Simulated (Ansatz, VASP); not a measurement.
**LiF in VASP and in Ansatz**

```xyz
2
Lattice="0.0000 2.1824 2.1824 2.1824 0.0000 2.1824 2.1824 2.1824 0.0000" Properties=species:S:1:pos:R:3 pbc="T T T"
Li    3.2736    3.2736    3.2736
F     0.0000    0.0000    0.0000
```

Alike in both runs: task single point; functional r2SCAN; k mesh 10 × 10 × 10; occupations gaussian, width 0.02 eV; no spin polarisation.

|  | VASP | Ansatz |
| --- | --- | --- |
| version | VASP 6.6.1 | Ansatz 0.2.0 |
| potentials or method | VASP PAW PBE potentials, release 64 (Li_sv, F), cutoff 520 eV | scalar-relativistic, plane waves, PAW |
| valence electrons in the cell | 10 | 10 |

```tsv
	VASP	Ansatz	Ansatz less VASP
gap on the k mesh at the Fermi level (eV)	8.47	8.37	-0.104
least direct gap on the mesh (eV)	8.47	8.37	-0.104
```

VASP's potentials were made for PBE, not for r2SCAN.

Noted on VASP's run: the cutoff is short for stress, so the pressure is rough.
